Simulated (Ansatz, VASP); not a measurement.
# Two plane-wave programs on MnO

Contents of INCAR:

```
SYSTEM = MnO
ALGO = Normal
EDIFF = 1E-7
ENCUT = 520
GGA = PE
ISIF = 2
ISMEAR = -1
ISPIN = 2
LASPH = .True.
LCHARG = .False.
LDAU = .True.
LDAUJ = 0 0
LDAUL = 2 -1
LDAUPRINT = 1
LDAUTYPE = 2
LDAUU = 3.5 0
LMAXMIX = 4
LORBIT = 11
LREAL = .False.
LWAVE = .False.
MAGMOM = 2.8 0
NBANDS = 20
NELM = 150
PREC = Accurate
SIGMA = 0.05
```

The input KPOINTS:

```
k-points
0
Gamma
  10 10 10
  0 0 0
```

POSCAR

```
MnO
1.0
    0.0000000000      2.2807659177      2.2807659177
    2.2807659177      0.0000000000      2.2807659177
    2.2807659177      2.2807659177      0.0000000000
Mn O
1 1
Direct
    0.0000000000      0.0000000000      0.0000000000
    0.5000000000      0.5000000000      0.5000000000
```

Input for Ansatz:

```yaml
crystal:
  lattice:
    - [0.0, 2.2807659176773782, 2.2807659176773782]
    - [2.2807659176773782, 0.0, 2.2807659176773782]
    - [2.2807659176773782, 2.2807659176773782, 0.0]
  atoms:
    - { symbol: Mn, position: [0.0, 0.0, 0.0], spin: 2.8 }
    - { symbol: O, position: [0.5, 0.5, 0.5] }
basis:
  ecutwfc: 517.016338673772
kpoints:
  mp_grid:
    grid: [10, 10, 10]
hamiltonian:
  pseudopotentials:
    kind: paw
  hubbard:
    - { species: Mn, l: d, u_eff: 3.5 }
magnetization:
  spin_polarized: true
scf:
  occupations:
    method: fermi_dirac
    width: 0.05
output:
  stress: true
```

Alike in both runs: task single point; functional PBE; k mesh 10 × 10 × 10; occupations fermi-dirac, width 0.05 eV; collinear spin; Hubbard terms Mn d U = 3.5 eV.

|  | VASP | Ansatz |
| --- | --- | --- |
| version | VASP 6.6.1 | Ansatz 0.2.0 |
| potentials or method | VASP PAW PBE potentials, release 64 (Mn_pv, O), cutoff 520 eV | plane waves, PAW |
| valence electrons in the cell | 19 | 21 |

|  | VASP | Ansatz | Ansatz less VASP |
| --- | --- | --- | --- |
| pressure (GPa) | -4.2 | -2.9 | +1.22 |
| net moment per atom (μB) | 2.50 | 2.50 | 0.000 |
| size of the moment on the site where the two differ most (μB) | 4.62 | 4.33 | -0.293 |

Site moments also hang on the region over which each program counts them. The programs project onto different local orbitals, so the same U acts differently, and such runs can settle in different states. VASP's potentials hold 19 valence electrons a cell and Ansatz's 21, so a difference there can come from the potentials and not from the codes. Ansatz's warnings: filled band counts differ across k points.
